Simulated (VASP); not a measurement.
# Mo (I4/mmm) in VASP: further runs, part 2 of 2

VASP 6.6.1.

## Step 3: Single point, PBE (strain +0.025 along x and y, -0.050 along z)

INCAR

```
SYSTEM = Mo
PREC     = Accurate       ! precision mode
ENCUT    = 520            ! plane-wave cutoff, eV
EDIFF    = 1E-6           ! SCF threshold, eV
ISMEAR   = 0              ! smearing method
SIGMA    = 0.15           ! smearing width, eV
LREAL    = .FALSE.        ! projectors in reciprocal space
LASPH    = .TRUE.         ! aspherical terms in the spheres
NELM     = 80             ! most SCF steps
ALGO     = Fast           ! electronic algorithm
ISIF     = 2              ! what is computed and relaxed
LWAVE    = .FALSE.        ! write WAVECAR
LCHARG   = .FALSE.        ! write CHGCAR
GGA      = PE             ! functional
NBANDS   = 13             ! bands
```

KPOINTS

```
regular mesh
0
G
  26 26 26
  0 0 0
```

POSCAR

```
Mo
1.0
   -1.6197249211      1.6197249211      1.5012084634
    1.6197249211     -1.6197249211      1.5012084634
    1.6197249211      1.6197249211     -1.5012084634
Mo
1
Direct
    0.0000000000      0.0000000000      0.0000000000
```

Potentials or basis: VASP PAW PBE potentials, release 64 (Mo_sv).

Started as:

```console
cat potpaw_PBE.64/Mo_sv/POTCAR > POTCAR
mpirun -np 1 vasp_std > vasp.out
```

OUTCAR:

```text
SYSTEM = Mo
   PREC = Accurate
   ENCUT = 520
   EDIFF = 1E-6
   ISMEAR = 0
   LREAL = .FALSE.
   LASPH = .TRUE.
   NELM = 80
   ISIF = 2
   GGA = PE

 ion  position               nearest neighbor table
   1  0.000  0.000  0.000-

  LATTYP: Found a body centered tetragonal cell.
 ALAT       =     3.2394498422
 C/A-ratio  =     0.9268292683

  Lattice vectors:

 A1 = (  -1.6197249211,   1.6197249211,   1.5012084634)
 A2 = (   1.6197249211,  -1.6197249211,   1.5012084634)
 A3 = (   1.6197249211,   1.6197249211,  -1.5012084634)

Analysis of symmetry for initial positions (statically):
=====================================================================
 Subroutine PRICEL returns:
 Original cell was already a primitive cell.

 Routine SETGRP: Setting up the symmetry group for a
 body centered tetragonal supercell.

 Subroutine GETGRP returns: Found 16 space group operations
 (whereof 16 operations were pure point group operations)
 out of a pool of 16 trial point group operations.

The static configuration has the point symmetry D_4h.

Analysis of symmetry for dynamics (positions and initial velocities):
=====================================================================
 Subroutine PRICEL returns:
 Original cell was already a primitive cell.

 Routine SETGRP: Setting up the symmetry group for a
 body centered tetragonal supercell.

 Subroutine GETGRP returns: Found 16 space group operations
 (whereof 16 operations were pure point group operations)
 out of a pool of 16 trial point group operations.

The dynamic configuration has the point symmetry D_4h.

 Subroutine INISYM returns: Found 16 space group operations
 (whereof 16 operations are pure point group operations),
 and found     1 'primitive' translations

----------------------------------------------------------------------------------------

                                     Primitive cell

[... 110 lines left out ...]
  Fermi-wavevector in a.u.,A,eV,Ry     =   1.573945  2.974326 33.705770  2.477304
  Thomas-Fermi vector in A             =   2.675154
   LORBIT       =      0    0 simple, 1 ext, 2 COOP (PROOUT), +10 PAW based schemes
   GGA     = PE    functional components
   LHFCALC =     F    Hartree Fock is set to
   AEXX    =    0.0000 exact exchange contribution
   IVDW    =     0    specifies the selected vdW correction
   LEPSILON=     F    determine dielectric tensor
   LRPA    =     F    only Hartree local field effects (RPA)
 non-spin polarized calculation
 RMM-DIIS sequential band-by-band and
 Gauss-broadening in eV      SIGMA  =   0.15
  energy-cutoff  :      520.00
  volume of cell :       15.75
 maximum number of plane-waves:       437
   NGX = 11   NGY = 11   NGZ = 11

 number of electron      13.9999997 magnetization

 Free energy of the ion-electron system (eV)
  ---------------------------------------------------
  ext. energy  EPLUGINS =         0.00000000
  ---------------------------------------------------
  free energy    TOTEN  =       -10.88075490 eV

  energy without entropy =      -10.87296206  energy(sigma->0) =      -10.87685848

 E-fermi :  12.4630     XC(G=0): -13.3447

 val. band max:       12.4619549493   @ k =  -0.1538  -0.1538   0.1154
 cond. band min:      12.4637008721   @ k =  -0.1154  -0.4231   0.0385
 fundamental gap:      0.0017459229
 Fermi energy:        12.4630261381

 k-point     1 :       0.0000    0.0000    0.0000
  band No.  band energies     occupation
      1     -48.8033      2.00000
      2     -22.1020      2.00000
      3     -22.1020      2.00000
      4     -22.0575      2.00000
      5       5.2613      2.00000
      6      10.5700      2.00000
      7      11.4785      2.00000
      8      11.4785      2.00000
      9      13.4765      0.00000
     10      14.6360      0.00000
     11      26.8585      0.00000
     12      26.8585      0.00000
     13      28.3744      0.00000
[... 354 lines left out ...]
  band No.  band energies     occupation
      1     -48.5598      2.00000
      2     -23.3315      2.00000
      3     -22.5191      2.00000
      4     -22.1442      2.00000
      5       7.3610      2.00000
      6       8.9960      2.00000
      7      12.9626      0.00000
      8      14.2173      0.00000
      9      15.2150      0.00000
     10      16.3859      0.00000
     11      24.8688      0.00000
     12      25.5182      0.00000
     13      30.3592      0.00000

 [... further k-points ...]
[... 5 lines left out ...]
  --------------------------------------------------------------------------------------
  -------------------------------------------------------------------------------------
  Total       -0.5566906     -0.5566906      1.6871393      0.0000000      0.0000000      0.0000000
  in kB      -56.6162340    -56.6162340    171.5844742      0.0000000      0.0000000      0.0000000
  external PRESSURE =      19.4506687 kB  Pullay stress =       0.0000000 kB

 VOLUME and BASIS-vectors are now :
 -----------------------------------------------------------------------------
  energy-cutoff  :      520.00
  volume of cell :       15.75
      direct lattice vectors                 reciprocal lattice vectors
    -1.619724921  1.619724921  1.501208463     0.000000000  0.308694392  0.333065002
     1.619724921 -1.619724921  1.501208463     0.308694392  0.000000000  0.333065002
     1.619724921  1.619724921 -1.501208463     0.308694392  0.308694392  0.000000000

 POSITION                                       TOTAL-FORCE (eV/Angst)
 -----------------------------------------------------------------------------------
      0.00000      0.00000      0.00000         0.000000      0.000000     -0.000000
 -----------------------------------------------------------------------------------
    total drift:                                0.000000     -0.000000      0.000000

  FREE ENERGIE OF THE ION-ELECTRON SYSTEM (eV)
  ---------------------------------------------------
  free  energy   TOTEN  =       -10.8807548998 eV

  energy  without entropy=      -10.8729620646  energy(sigma->0) =      -10.87685848
```

OSZICAR:

```text
N       E                     dE             d eps       ncg     rms          rms(c)
DAV:   1     0.930617380147E+02    0.93062E+02   -0.80717E+03 34831   0.111E+03
DAV:   2    -0.103762494525E+02   -0.10344E+03   -0.99535E+02 39695   0.311E+02
DAV:   3    -0.115369852341E+02   -0.11607E+01   -0.11573E+01 38770   0.330E+01
DAV:   4    -0.115396860139E+02   -0.27008E-02   -0.27007E-02 38765   0.192E+00
DAV:   5    -0.115397033778E+02   -0.17364E-04   -0.17363E-04 39495   0.138E-01    0.144E+01
RMM:   6    -0.109614105644E+02    0.57829E+00   -0.68900E-01 34680   0.777E+00    0.419E+00
RMM:   7    -0.108836145904E+02    0.77796E-01   -0.20091E-01 35568   0.413E+00    0.108E+00
RMM:   8    -0.108809693650E+02    0.26452E-02   -0.10361E-02 38624   0.112E+00    0.147E-01
RMM:   9    -0.108807649643E+02    0.20440E-03   -0.11251E-03 39111   0.352E-01    0.447E-02
RMM:  10    -0.108807562575E+02    0.87068E-05   -0.18273E-04 40061   0.147E-01    0.201E-02
RMM:  11    -0.108807554312E+02    0.82634E-06   -0.14322E-05 39320   0.473E-02    0.247E-03
RMM:  12    -0.108807548998E+02    0.53137E-06   -0.35153E-06 30078   0.209E-02
   1 F= -.10880755E+02 E0= -.10876858E+02  d E =-.779284E-02
```

Run time: 3.8 min. Hardware: 1 thread of Intel Xeon Platinum 8259CL at 2.50GHz (Skylake/Cascade Lake), shared host; peak memory 0.34 GiB.

What came out:

```
Free energy            : -10.8808 eV
Pressure               : 1.9 GPa
Band gap on the k mesh : zero (bands 7 and 8 overlap by 5.16 eV)
```

Caveat: the cell differs from its parent crystal (strain +0.025 along x and y, -0.050 along z); the stress differs along the axes, from -6 to 17 GPa.
